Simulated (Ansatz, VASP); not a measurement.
# One calculation of WS2, two programs

INCAR

```
ALGO     = Normal         # electronic algorithm
EDIFF    = 1E-6           # SCF threshold, eV
ENCUT    = 520            # plane-wave cutoff, eV
GGA      = PE             # functional
ISIF     = 2              # what is computed and relaxed
ISMEAR   = 0              # smearing method
IVDW     = 12             # dispersion correction
LASPH    = True           # aspherical terms in the spheres
LCHARG   = True           # write CHGCAR
LELF     = True           # ELF
LREAL    = False          # projectors in reciprocal space
LVHAR    = True         
LWAVE    = False          # write WAVECAR
NBANDS   = 20             # bands
NELM     = 100            # most SCF steps
PREC     = Accurate       # precision mode
SIGMA    = 0.05           # smearing width, eV
```

The input KPOINTS:

```
k-points
0
Gamma
  12 12 12
```

File POSCAR:

```
WS2
1.0
    1.6259500000      0.9387426702      6.6193666667
   -1.6259500000      0.9387426702      6.6193666667
    0.0000000000     -1.8774853404      6.6193666667
W S
1 2
Direct
    0.9993440419      0.9993440419      0.9993440419
    0.7527816504      0.7527816504      0.7527816504
    0.5791743077      0.5791743077      0.5791743077
```

Input for Ansatz:

```yaml
crystal:
  lattice:
    - [1.62595, 0.9387426702, 6.6193666667]
    - [-1.62595, 0.9387426702, 6.6193666667]
    - [0.0, -1.8774853404, 6.6193666667]
  atoms:
    - { symbol: W, position: [0.9993440419, 0.9993440419, 0.9993440419] }
    - { symbol: S, position: [0.7527816504, 0.7527816504, 0.7527816504] }
    - { symbol: S, position: [0.5791743077, 0.5791743077, 0.5791743077] }
basis:
  ecutwfc: 420
kpoints:
  mp_grid: { grid: [12, 12, 12] }
hamiltonian:
  xc: pbe
  pseudopotentials: { kind: paw, azcp: { folder: soft_1 } }
  dispersion: d3bj
scf:
  occupations: { method: gaussian, width: 0.05 }
output:
  forces: true
  stress: true
  eigenvalues: true
```

Alike in both runs: task single point; functional PBE; dispersion D3(BJ); k mesh 12 × 12 × 12; occupations gaussian, width 0.05 eV; no spin polarisation.

|  | VASP | Ansatz |
| --- | --- | --- |
| version | VASP 6.6.1 | Ansatz 0.2.0 |
| potentials or method | VASP PAW PBE potentials, release 64 (W_sv, S), cutoff 520 eV | scalar-relativistic, plane waves, PAW |
| valence electrons in the cell | 26 | 26 |

Ansatz gave:

| Property | Result |
| --- | --- |
| gap on the k mesh at the Fermi level (eV) | 1.14 |
| least direct gap on the mesh (eV) | 1.88 |
| pressure (GPa) | -18.7 |
| traceless stress, the component that is largest in VASP (GPa) | -7.74 |
| rms of the force components (eV/Å) | 1.277 |

Q: Estimate VASP's values.

A: gap on the k mesh at the Fermi level (eV): 1.15; least direct gap on the mesh (eV): 1.88; pressure (GPa): -18.7; traceless stress, the component that is largest in VASP (GPa): -7.74; rms of the force components (eV/Å): 1.277.

Atom by atom the forces differ by 0.000 eV/Å (rms over components).

Spin-orbit coupling is off throughout.
